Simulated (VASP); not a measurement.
# Ir (Fm-3m) in VASP: a series of runs

Ir is run at these levels: revPBE; tasks: single point.

All numbers are computed with VASP 6.6.1; they aren't measurements. Logs are shortened: lines on timing, memory, paths and dates and some standing lists are left out, and cuts for length are marked.

### 1 The cell of the first run

The structure is cubic, space group Fm-3m (No. 225). The conventional cell has a = 3.935 Å, b = 3.935 Å, c = 3.935 Å, α = 90.00°, β = 90.00°, γ = 90.00°. Ir (site symmetry m-3m) has 12 Ir at 2.78 Å within 3.7 Å.

### 2 Single point, revPBE (volume scaled by 1.04)

Input file INCAR:

```
SYSTEM = Ir
PREC = Accurate ; ENCUT = 520
EDIFF = 1E-6 ; ISMEAR = -1
SIGMA = 0.1 ; LREAL = .FALSE.
LASPH = .TRUE. ; NELM = 100
ALGO = Normal ; ISIF = 2
LWAVE = .FALSE. ; LCHARG = .FALSE.
GGA = RE ; NBANDS = 10
```

Input file KPOINTS:

```
Automatic mesh
0
G
  23 23 23
  0 0 0
```

Input file POSCAR:

```
Ir
1.0
    0.0000000000      1.9672571242      1.9672571242
    1.9672571242      0.0000000000      1.9672571242
    1.9672571242      1.9672571242      0.0000000000
Ir
1
Direct
    0.0000000000      0.0000000000      0.0000000000
```

Potentials or basis: VASP PAW PBE potentials, release 64 (Ir).

Started as:

```sh
cat potpaw_PBE.64/Ir/POTCAR > POTCAR
mpirun -np 1 vasp_std > vasp.out
```

OUTCAR:

```text
SYSTEM = Ir
   PREC = Accurate
   ENCUT = 520
   EDIFF = 1E-6
   ISMEAR = -1
   LREAL = .FALSE.
   LASPH = .TRUE.
   NELM = 100
   ISIF = 2
   GGA = RE

 ion  position               nearest neighbor table
   1  0.000  0.000  0.000-

  LATTYP: Found a face centered cubic cell.
 ALAT       =     3.9345142484

  Lattice vectors:

 A1 = (   0.0000000000,   1.9672571242,   1.9672571242)
 A2 = (   1.9672571242,   0.0000000000,   1.9672571242)
 A3 = (   1.9672571242,   1.9672571242,   0.0000000000)

Analysis of symmetry for initial positions (statically):
=====================================================================
 Subroutine PRICEL returns:
 Original cell was already a primitive cell.

 Routine SETGRP: Setting up the symmetry group for a
 face centered cubic supercell.

 Subroutine GETGRP returns: Found 48 space group operations
 (whereof 48 operations were pure point group operations)
 out of a pool of 48 trial point group operations.

The static configuration has the point symmetry O_h .

Analysis of symmetry for dynamics (positions and initial velocities):
=====================================================================
 Subroutine PRICEL returns:
 Original cell was already a primitive cell.

 Routine SETGRP: Setting up the symmetry group for a
 face centered cubic supercell.

 Subroutine GETGRP returns: Found 48 space group operations
 (whereof 48 operations were pure point group operations)
 out of a pool of 48 trial point group operations.

The dynamic configuration has the point symmetry O_h .

 Subroutine INISYM returns: Found 48 space group operations
 (whereof 48 operations are pure point group operations),
 and found     1 'primitive' translations

----------------------------------------------------------------------------------------

                                     Primitive cell

  volume of cell :      15.2270

  direct lattice vectors                    reciprocal lattice vectors
     0.000000000  1.967257124  1.967257124    -0.254160981  0.254160981  0.254160981
     1.967257124  0.000000000  1.967257124     0.254160981 -0.254160981  0.254160981
     1.967257124  1.967257124  0.000000000     0.254160981  0.254160981 -0.254160981

  length of vectors
     2.782121706  2.782121706  2.782121706     0.440219732  0.440219732  0.440219732

  position of ions in fractional coordinates (direct lattice)
     0.000000000  0.000000000  0.000000000

  ion indices of the primitive-cell ions
   primitive index   ion index
                 1           1

----------------------------------------------------------------------------------------

 KPOINTS: Automatic mesh

Automatic generation of k-mesh.
 Grid dimensions read from file:
 generate k-points for:   23   23   23

 Generating k-lattice:

  Cartesian coordinates                     Fractional coordinates (reciprocal lattice)
    -0.011050477  0.011050477  0.011050477     0.043478261  0.000000000  0.000000000
     0.011050477 -0.011050477  0.011050477     0.000000000  0.043478261  0.000000000
     0.011050477  0.011050477 -0.011050477     0.000000000  0.000000000  0.043478261

  Length of vectors
     0.019139988  0.019139988  0.019139988

  Shift w.r.t. Gamma in fractional coordinates (k-lattice)
     0.000000000  0.000000000  0.000000000

 Subroutine IBZKPT returns following result:
 ===========================================

 Found    364 irreducible k-points:

 Following reciprocal coordinates:
            Coordinates               Weight
  0.000000  0.000000  0.000000      1.000000
  0.043478  0.000000  0.000000      8.000000
  0.086957  0.000000  0.000000      8.000000
  0.130435  0.000000  0.000000      8.000000
  0.173913  0.000000  0.000000      8.000000
  0.217391  0.000000  0.000000      8.000000
[... 16 lines left out ...]
  0.478261  0.043478  0.000000     24.000000
 -0.478261  0.043478  0.000000     24.000000
 [... further k-points ...]
   k-points           NKPTS =    364   k-points in BZ     NKDIM =    364   number of bands    NBANDS=     10
   number of dos      NEDOS =    301   number of ions     NIONS =      1
   total plane-waves  NPLWV =  13824
   dimension x,y,z NGX =    24 NGY =   24 NGZ =   24
   dimension x,y,z NGXF=    48 NGYF=   48 NGZF=   48
   ions per type =               1
   NGX,Y,Z   is equivalent  to a cutoff of  14.34, 14.34, 14.34 a.u.
   NGXF,Y,Z  is equivalent  to a cutoff of  28.68, 28.68, 28.68 a.u.
 SYSTEM =  Ir
   PREC   = accura    normal or accurate (medium, high low for compatibility)
   ISTART =      0    job   : 0-new  1-cont  2-samecut
   ICHARG =      2    charge: 1-file 2-atom 10-const
   ISPIN  =      1    spin polarized calculation?
   LNONCOLLINEAR =      F non collinear calculations
   LSORBIT =      F    spin-orbit coupling
   LASPH  =      T    aspherical Exc in radial PAW
   ENCUT  =  520.0 eV  38.22 Ry    6.18 a.u.   5.17  5.17  5.17*2*pi/ulx,y,z
   NELM   =    100;   NELMIN=  2; NELMDL= -5     # of ELM steps
   EDIFF  = 0.1E-05   stopping-criterion for ELM
   LREAL  =      F    real-space projection
   EDIFFG = 0.1E-04   stopping-criterion for IOM
   NSW    =      0    number of steps for IOM
   IBRION =     -1    ionic relax: 0-MD 1-quasi-New 2-CG
   NFREE  =      0    steps in history (QN), initial steepest desc. (CG)
   ISIF   =      2    stress and relaxation
   ISYM   =      2    0-nonsym 1-usesym 2-fastsym
   POTIM  = 0.5000    time-step for ionic-motion
   TEBEG  =    0.0;   TEEND  =   0.0 temperature during run
   PSTRESS=    0.0 pullay stress
   NELECT =       9.0000    total number of electrons
   NUPDOWN=      -1.0000    fix difference up-down
   EMIN   =  10.00;   EMAX   =-10.00  energy-range for DOS
   EFERMI =   0.00;   METHOD = LEGACY
   ISMEAR =    -1;   SIGMA  =   0.10  broadening in eV -4-tet -1-fermi 0-gaus
   EFERMI_NEDOS =   21; number of points for ismear=-14 and -15
   IALGO  =     38    algorithm
   IMIX   =      4    mixing-type and parameters
     AMIX     =   0.40;   BMIX     =  1.00
     AMIX_MAG =   1.60;   BMIX_MAG =  1.00
  volume/ion in A,a.u.               =      15.23       102.76
  Fermi-wavevector in a.u.,A,eV,Ry     =   1.373888  2.596271 25.681911  1.887567
  Thomas-Fermi vector in A             =   2.499364
   LORBIT       =      0    0 simple, 1 ext, 2 COOP (PROOUT), +10 PAW based schemes
   GGA     = RE    functional components
   LHFCALC =     F    Hartree Fock is set to
   AEXX    =    0.0000 exact exchange contribution
   IVDW    =     0    specifies the selected vdW correction
   LEPSILON=     F    determine dielectric tensor
   LRPA    =     F    only Hartree local field effects (RPA)
 non-spin polarized calculation
  energy-cutoff  :      520.00
  volume of cell :       15.23
 maximum number of plane-waves:       424
 NGX is ok and might be reduce to    24
   NGX = 11   NGY = 11   NGZ = 11

 number of electron       9.0000000 magnetization

 Free energy of the ion-electron system (eV)
  ---------------------------------------------------
  ext. energy  EPLUGINS =         0.00000000
  ---------------------------------------------------
  free energy    TOTEN  =        -8.31421413 eV

  energy without entropy =       -8.28105944  energy(sigma->0) =       -8.29763678

 E-fermi :   9.1954     XC(G=0): -13.5221

 val. band max:        9.1828878971   @ k =  -0.3478   0.3043   0.0000
 cond. band min:       9.2035472592   @ k =  -0.3043   0.3478   0.0435
 fundamental gap:      0.0206593620
 Fermi energy:         9.1954414382

 k-point     1 :       0.0000    0.0000    0.0000
  band No.  band energies     occupation
      1      -1.0977      2.00000
      2       5.7619      2.00000
      3       5.7619      2.00000
      4       5.7619      2.00000
      5       8.1426      1.99995
      6       8.1426      1.99995
      7      23.6564      0.00000
      8      28.8245      0.00000
      9      28.8245      0.00000
     10      28.8245      0.00000

 k-point     2 :       0.0435    0.0000    0.0000
  band No.  band energies     occupation
      1      -1.0195      2.00000
      2       5.7217      2.00000
      3       5.7954      2.00000
      4       5.7954      2.00000
      5       8.1218      1.99996
      6       8.1218      1.99996
      7      23.7870      0.00000
      8      28.3543      0.00000
      9      28.9482      0.00000
     10      28.9482      0.00000

 k-point     3 :       0.0870    0.0000    0.0000
  band No.  band energies     occupation
      1      -0.7892      2.00000
      2       5.6112      2.00000
      3       5.8883      2.00000
      4       5.8883      2.00000
      5       8.0696      1.99997
      6       8.0696      1.99997
      7      24.1587      0.00000
      8      27.3207      0.00000
      9      29.3116      0.00000
     10      29.3116      0.00000

 k-point     4 :       0.1304    0.0000    0.0000
  band No.  band energies     occupation
      1      -0.4211      2.00000
      2       5.4604      2.00000
      3       6.0159      2.00000
      4       6.0159      2.00000
      5       8.0181      1.99998
      6       8.0181      1.99998
      7      24.7043      0.00000
      8      26.1228      0.00000
      9      29.8921      0.00000
     10      29.8921      0.00000

 k-point     5 :       0.1739    0.0000    0.0000
  band No.  band energies     occupation
      1       0.0568      2.00000
      2       5.3166      2.00000
      3       6.1322      2.00000
      4       6.1322      2.00000
      5       8.0215      1.99998
      6       8.0215      1.99998
      7      24.8783      0.00000
      8      25.2974      0.00000
      9      30.6485      0.00000
     10      30.6485      0.00000

 k-point     6 :       0.2174    0.0000    0.0000
  band No.  band energies     occupation
      1       0.5946      2.00000
      2       5.2466      2.00000
      3       6.1825      2.00000
      4       6.1825      2.00000
      5       8.1402      1.99995
      6       8.1402      1.99995
      7      23.6256      0.00000
      8      25.6619      0.00000
      9      31.4973      0.00000
     10      31.4973      0.00000
[... 183 lines left out ...]
 k-point    21 :       0.3913    0.0435    0.0000
  band No.  band energies     occupation
      1       1.8998      2.00000
      2       5.7789      2.00000
      3       5.9147      2.00000
      4       6.6872      2.00000
      5       9.4053      0.21855
      6       9.5950      0.03614
      7      18.4454      0.00000
      8      24.0435      0.00000
      9      29.1880      0.00000
     10      30.0440      0.00000

 k-point    22 :       0.4348    0.0435    0.0000
  band No.  band energies     occupation
      1       1.9454      2.00000
      2       5.6813      2.00000
      3       5.8157      2.00000
      4       7.4830      2.00000
      5       9.8605      0.00258
      6       9.8780      0.00217
      7      17.0691      0.00000
      8      23.6182      0.00000
      9      28.5877      0.00000
     10      29.1096      0.00000

 k-point    23 :       0.4783    0.0435    0.0000
  band No.  band energies     occupation
      1       1.9531      2.00000
      2       5.6258      2.00000
      3       5.7506      2.00000
      4       8.0997      1.99997
      5       9.9943      0.00068
      6      10.2696      0.00004
      7      16.0634      0.00000
      8      23.3752      0.00000
      9      28.2953      0.00000
     10      28.4566      0.00000

 k-point    24 :      -0.4783    0.0435    0.0000
  band No.  band energies     occupation
      1       1.9534      2.00000
      2       5.6176      2.00000
      3       5.7277      2.00000
      4       8.2905      1.99977
      5       9.9673      0.00089
      6      10.4379      0.00001
      7      15.7715      0.00000
      8      23.3149      0.00000
      9      28.1458      0.00000
     10      28.3653      0.00000

 [... further k-points ...]

------------------------ aborting loop because EDIFF is reached ----------------------------------------

  FORCE on cell =-STRESS in cart. coord.  units (eV):
  Direction    XX          YY          ZZ          XY          YZ          ZX
  --------------------------------------------------------------------------------------
  -------------------------------------------------------------------------------------
  Total       -1.1184294     -1.1184294     -1.1184294      0.0000000      0.0000000      0.0000000
  in kB     -117.6808429   -117.6808429   -117.6808429      0.0000000      0.0000000      0.0000000
  external PRESSURE =    -117.6808429 kB  Pullay stress =       0.0000000 kB

 VOLUME and BASIS-vectors are now :
 -----------------------------------------------------------------------------
  energy-cutoff  :      520.00
  volume of cell :       15.23
      direct lattice vectors                 reciprocal lattice vectors
     0.000000000  1.967257124  1.967257124    -0.254160981  0.254160981  0.254160981
     1.967257124  0.000000000  1.967257124     0.254160981 -0.254160981  0.254160981
     1.967257124  1.967257124  0.000000000     0.254160981  0.254160981 -0.254160981

 POSITION                                       TOTAL-FORCE (eV/Angst)
 -----------------------------------------------------------------------------------
      0.00000      0.00000      0.00000         0.000000      0.000000      0.000000
 -----------------------------------------------------------------------------------
    total drift:                                0.000000     -0.000000     -0.000000

  FREE ENERGIE OF THE ION-ELECTRON SYSTEM (eV)
  ---------------------------------------------------
  free  energy   TOTEN  =        -8.3142141321 eV

  energy  without entropy=       -8.2810594373  energy(sigma->0) =       -8.29763678
```

Run time: 30 s. Hardware: 1 thread of AMD EPYC 9R45 (Zen 5), shared host; peak memory 0.16 GiB.

Results:

| Property | Result |
| --- | --- |
| Free energy | -8.3142 eV |
| Pressure | -11.8 GPa |

Levels at points of the mesh, in eV from the Fermi level:
```csv
k point,band 2,band 3,band 4,band 5,band 6,band 7
"(0.00, 0.00, 0.00)",-3.43,-3.43,-3.43,-1.05,-1.05,14.46
```

Caveat: the cell differs from its parent crystal (volume scaled by 1.04); the PAW data sets were made with another functional, which shifts forces and pressure a little; spin-orbit coupling is left out, which moves the levels of the heavy elements.

### 3 Single point, revPBE (volume scaled by 1.08)

Input file INCAR:

```
ALGO = Normal ; EDIFF = 1E-6
ENCUT = 520 ; GGA = RE
ISIF = 2 ; ISMEAR = -1
LASPH = T ; LCHARG = F
LREAL = F ; LWAVE = F
NBANDS = 10 ; NELM = 100
PREC = Accurate ; SIGMA = 0.1
```

Input file KPOINTS:

```
k-points
0
Gamma
  23 23 23
```

Input file POSCAR:

```
Ir
1.0
    0.0000000000      1.9921617569      1.9921617569
    1.9921617569      0.0000000000      1.9921617569
    1.9921617569      1.9921617569      0.0000000000
Ir
1
Direct
    0.0000000000      0.0000000000      0.0000000000
```

Potentials or basis: VASP PAW PBE potentials, release 64 (Ir).

Started as:

```sh
cat potpaw_PBE.64/Ir/POTCAR > POTCAR
mpirun -np 1 vasp_std > vasp.out
```

It took 30 s on 1 thread of AMD EPYC 9R45 (Zen 5), shared host; peak memory 0.16 GiB.

The run converged. Its results:

- Free energy: -8.2539 eV
- Pressure: -21.0 GPa

Levels at points of the mesh, in eV from the Fermi level:
```csv
k point,band 2,band 3,band 4,band 5,band 6,band 7
"(0.00, 0.00, 0.00)",-3.23,-3.23,-3.23,-1.00,-1.00,14.51
```

Caveat: the cell differs from its parent crystal (volume scaled by 1.08); the PAW data sets were made with another functional, which shifts forces and pressure a little; spin-orbit coupling is left out, which moves the levels of the heavy elements.

### 4 Single point, revPBE (volume scaled by 1.12)

Input file INCAR:

```
  PREC = Accurate
  ENCUT = 520
  EDIFF = 1E-6
  ISMEAR = -1
  SIGMA = 0.1
  LREAL = False
  LASPH = True
  NELM = 80
  ALGO = Normal
  ISIF = 2
  LWAVE = False
  LCHARG = True
  GGA = RE
  LELF = True
  LVHAR = True
  NBANDS = 10
```

Input file KPOINTS:

```
regular mesh
0
Gamma
  23 23 23
```

Input file POSCAR:

```
Ir
1.0
    0.0000000000      2.0164588071      2.0164588071
    2.0164588071      0.0000000000      2.0164588071
    2.0164588071      2.0164588071      0.0000000000
Ir
1
Direct
    0.0000000000      0.0000000000      0.0000000000
```

Started as:

```sh
cat potpaw_PBE.64/Ir/POTCAR > POTCAR
mpirun -np 1 vasp_std > vasp.out
```

Run time: 31 s. Hardware: 1 thread of AMD EPYC 9R45 (Zen 5), shared host; peak memory 0.16 GiB.

Results (log left out):

* Free energy: -8.1637 eV
* Pressure: -28.2 GPa

Levels at points of the mesh, in eV from the Fermi level:
| k point | band 1 | band 2 | band 3 | band 4 | band 5 | band 6 | band 7 | band 8 |
| --- | --- | --- | --- | --- | --- | --- | --- | --- |
| (0.00, 0.00, 0.00) | -9.54 | -3.05 | -3.05 | -3.05 | -0.94 | -0.94 | 14.54 | 19.29 |

Caveat: the cell differs from its parent crystal (volume scaled by 1.12); the PAW data sets were made with another functional, which shifts forces and pressure a little; spin-orbit coupling is left out, which moves the levels of the heavy elements.

### 5 Single point, revPBE, collinear spin, ferromagnetic start

This run uses another cell than the first one, of 14.63 Å³/atom, 0.961 times its volume.

Input file INCAR:

```
SYSTEM = Ir
PREC = Accurate
ENCUT = 520
EDIFF = 1E-6
ISMEAR = -1
SIGMA = 0.05
LREAL = .FALSE.
LASPH = .TRUE.
NELM = 150
ALGO = Normal
ISIF = 2
LWAVE = .FALSE.
LCHARG = .FALSE.
ISPIN = 2
MAGMOM = 1
LORBIT = 11
LMAXMIX = 4
GGA = RE
NBANDS = 14
```

Input file KPOINTS:

```
Automatic mesh
0
G
  14 14 14
  0 0 0
```

Input file POSCAR:

```
Ir
1.0
    0.0000000000      1.9413563894      1.9413563894
    1.9413563894      0.0000000000      1.9413563894
    1.9413563894      1.9413563894      0.0000000000
Ir
1
Direct
    0.0000000000      0.0000000000      0.0000000000
```

Started as:

```sh
cat potpaw_PBE.64/Ir/POTCAR > POTCAR
mpirun -np 1 vasp_std > vasp.out
```

Run time: 42 s. Hardware: 1 thread of AMD EPYC 9R45 (Zen 5), shared host; peak memory 0.12 GiB.

Results (log left out):

| Property | Result |
| --- | --- |
| Free energy | -8.3150 eV |
| Pressure | 0.3 GPa |
| Net moment | 0.00 μB per cell |
| Valence electrons inside the program's atomic spheres | Ir 8.29 |

Levels at points of the mesh, in eV from the Fermi level:
Spin up:
```csv
k point,band 2,band 3,band 4,band 5,band 6,band 7
"(0.00, 0.00, 0.00)",-3.59,-3.59,-3.59,-1.05,-1.05,14.46
"(0.50, 0.00, 0.00)",-3.69,-3.69,-0.57,0.93,0.93,7.04
"(0.50, 0.50, 0.00)",-6.88,0.90,1.48,1.48,1.81,10.18
```
Spin down:
| k point | band 1 | band 2 | band 3 | band 4 | band 5 | band 6 | band 7 | band 8 | band 9 |
| --- | --- | --- | --- | --- | --- | --- | --- | --- | --- |
| (0.00, 0.00, 0.00) | -10.64 | -3.59 | -3.59 | -3.59 | -1.05 | -1.05 | 14.46 | 19.86 | 19.86 |
| (0.50, 0.00, 0.00) | -7.64 | -3.69 | -3.69 | -0.57 | 0.93 | 0.93 | 7.04 | 14.00 | 19.60 |
| (0.50, 0.50, 0.00) | -7.43 | -6.88 | 0.90 | 1.48 | 1.48 | 1.81 | 10.18 | 11.65 | 11.65 |

Caveat: the PAW data sets were made with another functional, which shifts forces and pressure a little; spin-orbit coupling is left out, which moves the levels of the heavy elements.

### 6 The runs side by side

```csv
spin,cell,k mesh,smearing,gap on the mesh (eV),pressure (GPa)
off,"a = 2.782 Å, angles 60.0°, 1 atom",23 × 23 × 23,fermi-dirac 0.1 eV,none,-11.8
off,"a = 2.817 Å, angles 60.0°, 1 atom",23 × 23 × 23,fermi-dirac 0.1 eV,none,-21.0
off,"a = 2.852 Å, angles 60.0°, 1 atom",23 × 23 × 23,fermi-dirac 0.1 eV,none,-28.2
"collinear, ferromagnetic start","a = 2.745 Å, angles 60.0°, 1 atom",14 × 14 × 14,fermi-dirac 0.05 eV,none,0.3
```

Alike in all rows: task single point; level revPBE; potentials or basis VASP PAW PBE potentials, release 64 (Ir); cutoff (eV) 520.

Caveats: the PAW data sets were made with another functional, which shifts forces and pressure a little; spin-orbit coupling is left out, which moves the levels of the heavy elements.

Total energies depend on the potentials used, so only differences within one code and one set of settings carry meaning.
